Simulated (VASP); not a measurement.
A run of VASP 6.6.1:

The input INCAR:

```
PREC = Accurate
ENCUT = 500
EDIFF = 1E-7
ISMEAR = 0
SIGMA = 0.01
LREAL = F
LASPH = T
NELM = 120
ALGO = Normal
ISIF = 3
LWAVE = F
LCHARG = F
GGA = PE
IBRION = 2
NSW = 80
EDIFFG = -0.02
GGA_COMPAT = F
NELMIN = 4
```

The input KPOINTS:

```
regular mesh
0
Gamma
  4 4 4
```

File POSCAR:

```
BaS
1.0
    0.0000000000      3.1937500000      3.1937500000
    3.1937500000      0.0000000000      3.1937500000
    3.1937500000      3.1937500000      0.0000000000
Ba S
1 1
Direct
    0.0000000000      0.0000000000      0.0000000000
    0.5000000000      0.5000000000      0.5000000000
```

Potentials or basis: VASP PAW PBE potentials, release 64 (Ba_sv, S).

Run with:

```sh
$ cat potpaw_PBE.64/Ba_sv/POTCAR potpaw_PBE.64/S/POTCAR > POTCAR
$ mpirun -np 1 vasp_std > vasp.out
```

Hardware: 1 thread of Intel Xeon 8259CL, with other jobs on the host.

Q: How long does it take, and how much memory?

A: Run time: 50 s on 1 thread of Intel Xeon 8259CL, with other jobs on the host, peak memory 0.2 GiB. Counts: scf iterations 31, k points 8, ion steps 3.
